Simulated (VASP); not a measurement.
# MgSe (Fm-3m) in VASP: a series of runs

The runs below take MgSe through electric field gradients, with PBE.

Program: VASP 6.6.1. These are calculated values, not measurements. Logs are shortened: lines on timing, memory, paths and dates and some standing lists are left out, and cuts for length are marked.

## Step 1: The cell of the first run

Symmetry: Fm-3m, No. 225, cubic system. Conventional cell: a = 5.377 Å, b = 5.377 Å, c = 5.377 Å, α = 90.00°, β = 90.00°, γ = 90.00°. Mg (site symmetry m-3m) has 6 Se at 2.69 Å within 3.5 Å. Within 3.5 Å of Se (site symmetry m-3m) lie 6 Mg at 2.69 Å.

## Step 2: Electric field gradients, PBE (volume scaled by 0.96)

INCAR

```
SYSTEM = MgSe
PREC     = Accurate       ! precision mode
ENCUT    = 520            ! plane-wave cutoff, eV
EDIFF    = 1E-8           ! SCF threshold, eV
ISMEAR   = -1             ! smearing method
SIGMA    = 0.02           ! smearing width, eV
LREAL    = .False.        ! projectors in reciprocal space
LASPH    = .True.         ! aspherical terms in the spheres
NELM     = 120            ! most SCF steps
ALGO     = Normal         ! electronic algorithm
ISIF     = 2              ! what is computed and relaxed
LWAVE    = .False.        ! write WAVECAR
LCHARG   = .False.        ! write CHGCAR
GGA      = PE             ! functional
LEFG     = .True.       
NBANDS   = 11             ! bands
GGA_COMPAT= .False.
```

KPOINTS

```
Automatic mesh
0
Gamma
  8 8 8
  0 0 0
```

POSCAR

```
MgSe
1.0
    0.0000000000      2.6886644034      2.6886644034
    2.6886644034      0.0000000000      2.6886644034
    2.6886644034      2.6886644034      0.0000000000
Mg Se
1 1
Direct
    0.0000000000      0.0000000000      0.0000000000
    0.5000000000      0.5000000000      0.5000000000
```

Potentials or basis: VASP PAW PBE potentials, release 64 (Mg, Se).

Command:

```
> cat potpaw_PBE.64/Mg/POTCAR potpaw_PBE.64/Se/POTCAR > POTCAR
> mpirun -np 1 vasp_std > vasp.out
```

OUTCAR:

```text
SYSTEM = MgSe
   PREC = Accurate
   ENCUT = 520
   EDIFF = 1E-8
   ISMEAR = -1
   LREAL = .False.
   LASPH = .True.
   NELM = 120
   ISIF = 2
   GGA = PE

 ion  position               nearest neighbor table
   1  0.000  0.000  0.000-   2 2.69   2 2.69   2 2.69   2 2.69   2 2.69   2 2.69
   2  0.500  0.500  0.500-   1 2.69   1 2.69   1 2.69   1 2.69   1 2.69   1 2.69

  LATTYP: Found a face centered cubic cell.
 ALAT       =     5.3773288068

  Lattice vectors:

 A1 = (   0.0000000000,   2.6886644034,   2.6886644034)
 A2 = (   2.6886644034,   0.0000000000,   2.6886644034)
 A3 = (   2.6886644034,   2.6886644034,   0.0000000000)

Analysis of symmetry for initial positions (statically):
=====================================================================
 Subroutine PRICEL returns:
 Original cell was already a primitive cell.

 Routine SETGRP: Setting up the symmetry group for a
 face centered cubic supercell.

 Subroutine GETGRP returns: Found 48 space group operations
 (whereof 48 operations were pure point group operations)
 out of a pool of 48 trial point group operations.

The static configuration has the point symmetry O_h .

Analysis of symmetry for dynamics (positions and initial velocities):
=====================================================================
 Subroutine PRICEL returns:
 Original cell was already a primitive cell.

 Routine SETGRP: Setting up the symmetry group for a
 face centered cubic supercell.

 Subroutine GETGRP returns: Found 48 space group operations
 (whereof 48 operations were pure point group operations)
 out of a pool of 48 trial point group operations.

The dynamic configuration has the point symmetry O_h .

 Subroutine INISYM returns: Found 48 space group operations
 (whereof 48 operations are pure point group operations),
 and found     1 'primitive' translations

----------------------------------------------------------------------------------------

                                     Primitive cell

  volume of cell :      38.8723

  direct lattice vectors                    reciprocal lattice vectors
     0.000000000  2.688664403  2.688664403    -0.185965939  0.185965939  0.185965939
     2.688664403  0.000000000  2.688664403     0.185965939 -0.185965939  0.185965939
     2.688664403  2.688664403  0.000000000     0.185965939  0.185965939 -0.185965939

  length of vectors
     3.802345664  3.802345664  3.802345664     0.322102455  0.322102455  0.322102455

  position of ions in fractional coordinates (direct lattice)
     0.000000000  0.000000000  0.000000000
     0.500000000  0.500000000  0.500000000

  ion indices of the primitive-cell ions
   primitive index   ion index
                 1           1
                 2           2

----------------------------------------------------------------------------------------

 KPOINTS: Automatic mesh

Automatic generation of k-mesh.
 Grid dimensions read from file:
 generate k-points for:    8    8    8

 Generating k-lattice:

  Cartesian coordinates                     Fractional coordinates (reciprocal lattice)
    -0.023245742  0.023245742  0.023245742     0.125000000  0.000000000  0.000000000
     0.023245742 -0.023245742  0.023245742     0.000000000  0.125000000  0.000000000
     0.023245742  0.023245742 -0.023245742     0.000000000  0.000000000  0.125000000

  Length of vectors
     0.040262807  0.040262807  0.040262807

  Shift w.r.t. Gamma in fractional coordinates (k-lattice)
     0.000000000  0.000000000  0.000000000

 Subroutine IBZKPT returns following result:
 ===========================================

 Found     29 irreducible k-points:

 Following reciprocal coordinates:
            Coordinates               Weight
  0.000000  0.000000  0.000000      1.000000
  0.125000  0.000000  0.000000      8.000000
  0.250000  0.000000  0.000000      8.000000
  0.375000  0.000000  0.000000      8.000000
  0.500000  0.000000  0.000000      4.000000
  0.125000  0.125000  0.000000      6.000000
[... 16 lines left out ...]
  0.500000  0.250000  0.125000     48.000000
 -0.375000  0.250000  0.125000     24.000000
 [... further k-points ...]
   k-points           NKPTS =     29   k-points in BZ     NKDIM =     29   number of bands    NBANDS=     11
   number of dos      NEDOS =    301   number of ions     NIONS =      2
   total plane-waves  NPLWV =  21952
   dimension x,y,z NGX =    28 NGY =   28 NGZ =   28
   dimension x,y,z NGXF=    56 NGYF=   56 NGZF=   56
   ions per type =               1   1
   NGX,Y,Z   is equivalent  to a cutoff of  12.24, 12.24, 12.24 a.u.
   NGXF,Y,Z  is equivalent  to a cutoff of  24.48, 24.48, 24.48 a.u.
 SYSTEM =  MgSe
   PREC   = accura    normal or accurate (medium, high low for compatibility)
   ISTART =      0    job   : 0-new  1-cont  2-samecut
   ICHARG =      2    charge: 1-file 2-atom 10-const
   ISPIN  =      1    spin polarized calculation?
   LNONCOLLINEAR =      F non collinear calculations
   LSORBIT =      F    spin-orbit coupling
   LASPH  =      T    aspherical Exc in radial PAW
   ENCUT  =  520.0 eV  38.22 Ry    6.18 a.u.   7.07  7.07  7.07*2*pi/ulx,y,z
   NELM   =    120;   NELMIN=  2; NELMDL= -5     # of ELM steps
   EDIFF  = 0.1E-07   stopping-criterion for ELM
   LREAL  =      F    real-space projection
   EDIFFG = 0.1E-06   stopping-criterion for IOM
   NSW    =      0    number of steps for IOM
   IBRION =     -1    ionic relax: 0-MD 1-quasi-New 2-CG
   NFREE  =      0    steps in history (QN), initial steepest desc. (CG)
   ISIF   =      2    stress and relaxation
   ISYM   =      2    0-nonsym 1-usesym 2-fastsym
   POTIM  = 0.5000    time-step for ionic-motion
   TEBEG  =    0.0;   TEEND  =   0.0 temperature during run
   PSTRESS=    0.0 pullay stress
   NELECT =       8.0000    total number of electrons
   NUPDOWN=      -1.0000    fix difference up-down
   EMIN   =  10.00;   EMAX   =-10.00  energy-range for DOS
   EFERMI =   0.00;   METHOD = LEGACY
   ISMEAR =    -1;   SIGMA  =   0.02  broadening in eV -4-tet -1-fermi 0-gaus
   EFERMI_NEDOS =   21; number of points for ismear=-14 and -15
   IALGO  =     38    algorithm
   IMIX   =      4    mixing-type and parameters
     AMIX     =   0.40;   BMIX     =  1.00
     AMIX_MAG =   1.60;   BMIX_MAG =  1.00
  volume/ion in A,a.u.               =      19.44       131.16
  Fermi-wavevector in a.u.,A,eV,Ry     =   0.966551  1.826517 12.710853  0.934221
  Thomas-Fermi vector in A             =   2.096362
   LORBIT       =      0    0 simple, 1 ext, 2 COOP (PROOUT), +10 PAW based schemes
   GGA     = PE    functional components
   LHFCALC =     F    Hartree Fock is set to
   AEXX    =    0.0000 exact exchange contribution
   IVDW    =     0    specifies the selected vdW correction
   LEPSILON=     F    determine dielectric tensor
   LRPA    =     F    only Hartree local field effects (RPA)
 non-spin polarized calculation
  energy-cutoff  :      520.00
  volume of cell :       38.87
 maximum number of plane-waves:      1058
   NGX = 15   NGY = 15   NGZ = 15

 number of electron       8.0000000 magnetization

 Free energy of the ion-electron system (eV)
  ---------------------------------------------------
  ext. energy  EPLUGINS =         0.00000000
  ---------------------------------------------------
  free energy    TOTEN  =        -7.44922576 eV

  energy without entropy =       -7.44922576  energy(sigma->0) =       -7.44922576

 E-fermi :   3.9781     XC(G=0):  -9.6559

 val. band max:        3.5824129751   @ k =   0.0000   0.0000   0.0000
 cond. band min:       5.4527732948   @ k =   0.5000   0.5000   0.0000
 fundamental gap:      1.8703603197
 Fermi energy:         3.9781190495

 k-point     1 :       0.0000    0.0000    0.0000
  band No.  band energies     occupation
      1      -9.5968      2.00000
      2       3.5824      2.00000
      3       3.5824      2.00000
      4       3.5824      2.00000
      5       6.4637      0.00000
      6      10.9753      0.00000
      7      10.9753      0.00000
      8      10.9753      0.00000
      9      13.6249      0.00000
     10      13.6249      0.00000
     11      14.6054      0.00000

 k-point     2 :       0.1250    0.0000    0.0000
  band No.  band energies     occupation
      1      -9.4541      2.00000
      2       2.3351      2.00000
      3       3.4720      2.00000
      4       3.4720      2.00000
      5       7.4093      0.00000
      6      10.6974      0.00000
      7      11.2246      0.00000
      8      11.2246      0.00000
      9      12.6448      0.00000
     10      12.6448      0.00000
     11      14.6040      0.00000
[... 295 lines left out ...]
 k-point    24 :      -0.3750    0.2500    0.1250
  band No.  band energies     occupation
      1      -8.1885      2.00000
      2      -1.0639      2.00000
      3       1.2204      2.00000
      4       2.2845      2.00000
      5       8.4197      0.00000
      6       9.0863      0.00000
      7      11.4862      0.00000
      8      12.8561      0.00000
      9      14.8152      0.00000
     10      15.6397      0.00000
     11      17.9102      0.00000

 [... further k-points ...]
[... 5 lines left out ...]
  --------------------------------------------------------------------------------------
  -------------------------------------------------------------------------------------
  Total        1.2036405      1.2036405      1.2036405      0.0000000      0.0000000      0.0000000
  in kB       49.6098123     49.6098123     49.6098123      0.0000000      0.0000000      0.0000000
  external PRESSURE =      49.6098123 kB  Pullay stress =       0.0000000 kB

 VOLUME and BASIS-vectors are now :
 -----------------------------------------------------------------------------
  energy-cutoff  :      520.00
  volume of cell :       38.87
      direct lattice vectors                 reciprocal lattice vectors
     0.000000000  2.688664403  2.688664403    -0.185965939  0.185965939  0.185965939
     2.688664403  0.000000000  2.688664403     0.185965939 -0.185965939  0.185965939
     2.688664403  2.688664403  0.000000000     0.185965939  0.185965939 -0.185965939

 POSITION                                       TOTAL-FORCE (eV/Angst)
 -----------------------------------------------------------------------------------
      0.00000      0.00000      0.00000         0.000000      0.000000     -0.000000
      2.68866      2.68866      2.68866        -0.000000     -0.000000      0.000000
 -----------------------------------------------------------------------------------
    total drift:                                0.000000      0.000000      0.000000

  FREE ENERGIE OF THE ION-ELECTRON SYSTEM (eV)
  ---------------------------------------------------
  free  energy   TOTEN  =        -7.4492257613 eV

  energy  without entropy=       -7.4492257613  energy(sigma->0) =       -7.44922576

 Electric field gradients (V/A^2)
---------------------------------------------------------------------
 ion       V_xx      V_yy      V_zz      V_xy      V_xz      V_yz
---------------------------------------------------------------------
   1      -0.000     0.000    -0.000    -0.000    -0.000    -0.000
   2      -0.000     0.000    -0.000     0.000     0.000     0.000
---------------------------------------------------------------------

 Electric field gradients after diagonalization (V/A^2)
 (convention: |V_zz| > |V_xx| > |V_yy|)
----------------------------------------------------------------------
 ion       V_xx      V_yy      V_zz     asymmetry (V_yy - V_xx)/ V_zz
----------------------------------------------------------------------
   1       0.000     0.000    -0.000       0.000
   2      -0.000    -0.000     0.001       0.000
----------------------------------------------------------------------

           NMR quadrupolar parameters

 Cq : quadrupolar parameter    Cq=e*Q*V_zz/h
 eta: asymmetry parameters     (V_yy - V_xx)/ V_zz
 Q  : nuclear electric quadrupole moment in mb (millibarn)
----------------------------------------------------------------------
 ion       Cq(MHz)       eta       Q (mb)
----------------------------------------------------------------------
   1      -0.000       0.000       1.000
   2       0.000       0.000       1.000
----------------------------------------------------------------------
```

Wall time 19 s (1 thread of AMD EPYC 7R43 (Zen 3), shared host); peak memory 0.12 GiB.

What came out:

```yaml
Free_energy: -7.4492 eV
Pressure: 5.0 GPa
Band_gap_on_the_k_mesh: 1.87 eV, indirect (least direct gap 2.88 eV)
```

Levels at points of the mesh, in eV from the valence-band top:
```
           k point  band 1  band 2  band 3  band 4  band 5  band 6  band 7  band 8  band 9
(0.00, 0.00, 0.00)  -13.18    0.00    0.00    0.00    2.88    7.39    7.39    7.39   10.04
(0.50, 0.00, 0.00)  -11.96   -5.18   -0.63   -0.63    3.88    6.15    6.15    8.94   11.75
(0.50, 0.50, 0.00)  -11.60   -4.49   -1.89   -1.89    1.87    3.84   12.16   12.57   12.57
```

Caveat: the cell differs from its parent crystal (volume scaled by 0.96); without QUAD_EFG the Cq values of the log hold for a quadrupole moment of 1 mb, not for the nuclei. A k mesh can miss the band edges.

## Step 3: Electric field gradients, PBE

This run uses another cell than the first one, of 20.25 Å³/atom, 1.042 times its volume.

INCAR

```
SYSTEM = MgSe
  PREC = Accurate
  ENCUT = 520
  EDIFF = 1E-8
  ISMEAR = -1
  SIGMA = 0.02
  LREAL = .False.
  LASPH = .True.
  NELM = 120
  ALGO = Normal
  ISIF = 2
  LWAVE = .False.
  LCHARG = .False.
  GGA = PE
  LEFG = .True.
  NBANDS = 11
  GGA_COMPAT = .False.
```

KPOINTS is that of step 2.

POSCAR

```
MgSe
1.0
    0.0000000000      2.7255000000      2.7255000000
    2.7255000000      0.0000000000      2.7255000000
    2.7255000000      2.7255000000      0.0000000000
Mg Se
1 1
Direct
    0.0000000000      0.0000000000      0.0000000000
    0.5000000000      0.5000000000      0.5000000000
```

Potentials or basis: VASP PAW PBE potentials, release 64 (Mg, Se).

Command:

```
> cat potpaw_PBE.64/Mg/POTCAR potpaw_PBE.64/Se/POTCAR > POTCAR
> mpirun -np 1 vasp_std > vasp.out
```

OUTCAR:

```text
SYSTEM = MgSe
   PREC = Accurate
   ENCUT = 520
   EDIFF = 1E-8
   ISMEAR = -1
   LREAL = .False.
   LASPH = .True.
   NELM = 120
   ISIF = 2
   GGA = PE

 ion  position               nearest neighbor table
   1  0.000  0.000  0.000-   2 2.73   2 2.73   2 2.73   2 2.73   2 2.73   2 2.73
   2  0.500  0.500  0.500-   1 2.73   1 2.73   1 2.73   1 2.73   1 2.73   1 2.73

  LATTYP: Found a face centered cubic cell.
 ALAT       =     5.4510000000

  Lattice vectors:

 A1 = (   0.0000000000,   2.7255000000,   2.7255000000)
[... 549 lines left out ...]
  ---------------------------------------------------
  free  energy   TOTEN  =        -7.4834324006 eV

  energy  without entropy=       -7.4834324006  energy(sigma->0) =       -7.48343240

 Electric field gradients (V/A^2)
---------------------------------------------------------------------
 ion       V_xx      V_yy      V_zz      V_xy      V_xz      V_yz
---------------------------------------------------------------------
   1       0.000    -0.000     0.000     0.000     0.000     0.000
   2      -0.000     0.000    -0.000    -0.000    -0.000    -0.000
---------------------------------------------------------------------

 Electric field gradients after diagonalization (V/A^2)
 (convention: |V_zz| > |V_xx| > |V_yy|)
----------------------------------------------------------------------
 ion       V_xx      V_yy      V_zz     asymmetry (V_yy - V_xx)/ V_zz
----------------------------------------------------------------------
   1      -0.000    -0.000     0.000       0.000
   2       0.000     0.000    -0.001       0.000
----------------------------------------------------------------------

           NMR quadrupolar parameters

 Cq : quadrupolar parameter    Cq=e*Q*V_zz/h
 eta: asymmetry parameters     (V_yy - V_xx)/ V_zz
 Q  : nuclear electric quadrupole moment in mb (millibarn)
----------------------------------------------------------------------
 ion       Cq(MHz)       eta       Q (mb)
----------------------------------------------------------------------
   1       0.000       0.000       1.000
   2      -0.000       0.000       1.000
----------------------------------------------------------------------
```

OSZICAR:

```text
N       E                     dE             d eps       ncg     rms          rms(c)
DAV:   1     0.240760024489E+02    0.24076E+02   -0.35813E+03   662   0.589E+02
DAV:   2    -0.624973053870E+01   -0.30326E+02   -0.28577E+02   801   0.968E+01
DAV:   3    -0.777571317221E+01   -0.15260E+01   -0.15242E+01   797   0.228E+01
DAV:   4    -0.778295345719E+01   -0.72403E-02   -0.72399E-02   716   0.187E+00
DAV:   5    -0.778299643737E+01   -0.42980E-04   -0.42980E-04   751   0.148E-01    0.298E+00
DAV:   6    -0.752619580905E+01    0.25680E+00   -0.44862E-01   704   0.251E+00    0.189E+00
DAV:   7    -0.748389855619E+01    0.42297E-01   -0.20587E-01   725   0.183E+00    0.944E-01
DAV:   8    -0.748352044550E+01    0.37811E-03   -0.97483E-03   698   0.523E-01    0.253E-01
DAV:   9    -0.748342382170E+01    0.96624E-04   -0.29020E-04   701   0.909E-02    0.117E-01
DAV:  10    -0.748343527137E+01   -0.11450E-04   -0.13035E-04   712   0.492E-02    0.232E-02
DAV:  11    -0.748343222199E+01    0.30494E-05   -0.18972E-05   731   0.175E-02    0.554E-03
DAV:  12    -0.748343243018E+01   -0.20819E-06   -0.65004E-07   743   0.471E-03    0.140E-03
DAV:  13    -0.748343240378E+01    0.26402E-07   -0.70212E-09   524   0.506E-04    0.614E-04
DAV:  14    -0.748343240058E+01    0.32027E-08   -0.46733E-09   361   0.303E-04
   1 F= -.74834324E+01 E0= -.74834324E+01  d E =-.204885E-10
```

Run time: 21 s. Hardware: 1 thread of AMD EPYC 7R43 (Zen 3), shared host; peak memory 0.13 GiB.

What came out:

```yaml
Free_energy: -7.4834 eV
Pressure: 1.9 GPa
Band_gap_on_the_k_mesh: 1.80 eV, indirect (least direct gap 2.60 eV)
```

Caveat: without QUAD_EFG the Cq values of the log hold for a quadrupole moment of 1 mb, not for the nuclei. A k mesh can miss the band edges.

(Part 1 of 2 ends here.)
